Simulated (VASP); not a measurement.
**W8C8O: single point with PBEsol**

W8C8O, a slab with vacuum:

```
W C O
1.0
     5.79640    0.00000    0.00000
    -2.89820    5.01983    0.00000
     0.00000    0.00000   16.24710
W C O
8 8 1
Direct
  0.00000 0.00000 0.06155
  0.99901 0.99667 0.23579
  0.00000 0.50000 0.06155
  0.99908 0.50328 0.23496
  0.50000 0.00000 0.06155
  0.51065 0.00585 0.23020
  0.50000 0.50000 0.06155
  0.49936 0.50025 0.24193
  0.33500 0.16993 0.14308
  0.32513 0.12659 0.31145
  0.33480 0.66457 0.14324
  0.32307 0.70070 0.31491
  0.83343 0.16721 0.13918
  0.84822 0.17485 0.30169
  0.82762 0.66354 0.14383
  0.83975 0.66775 0.30726
  0.39894 0.93267 0.35824
```

```yaml
Program: VASP 6.6.1
Task: single point
Functional: PBEsol
Potentials_or_basis: VASP PAW PBE potentials, release 64 (W_sv, C, O)
Cutoff: 520 eV
k_mesh: 3 × 3 × 1
Occupations: gaussian, width 0.05 eV
Spin: no spin polarisation
```

* Largest force: 0.718 eV/Å
* Band gap on the k mesh: zero (bands 75 and 76 overlap by 0.50 eV)

Forces in eV/Å, atoms in the order of the input:
```
W    0.248 -0.181 -0.066
W    0.025  0.011 -0.033
W    0.005  0.317 -0.156
W    0.016  0.027 -0.034
W   -0.145 -0.077 -0.699
W    0.036  0.021 -0.141
W   -0.110 -0.074  0.675
W   -0.027 -0.014  0.012
C   -0.005  0.018  0.002
C   -0.026  0.024  0.089
C    0.008 -0.008  0.000
C    0.039 -0.243 -0.051
C    0.008  0.006 -0.005
C   -0.014  0.011  0.101
C   -0.017 -0.003  0.009
C   -0.005  0.028  0.103
O   -0.036  0.138  0.194
```

Levels at points of the mesh, in eV from the Fermi level:
```
           k point  band 72  band 73  band 74  band 75  band 76  band 77  band 78  band 79
(0.00, 0.00, 0.00)     0.05     0.07     0.33     0.35     0.37     0.46     1.12     1.38
```

Run time: 6.9 min on 1 thread of Intel(R) Xeon(R) 6975P-C (Granite Rapids) (shared host), peak memory 0.65 GiB.

Caveat: the k points lie up to 0.42 Å⁻¹ apart; there is no dipole correction, which matters where the two faces differ; the PAW data sets were made with another functional, which shifts forces and pressure a little; spin-orbit coupling is left out, which moves the levels of the heavy elements.
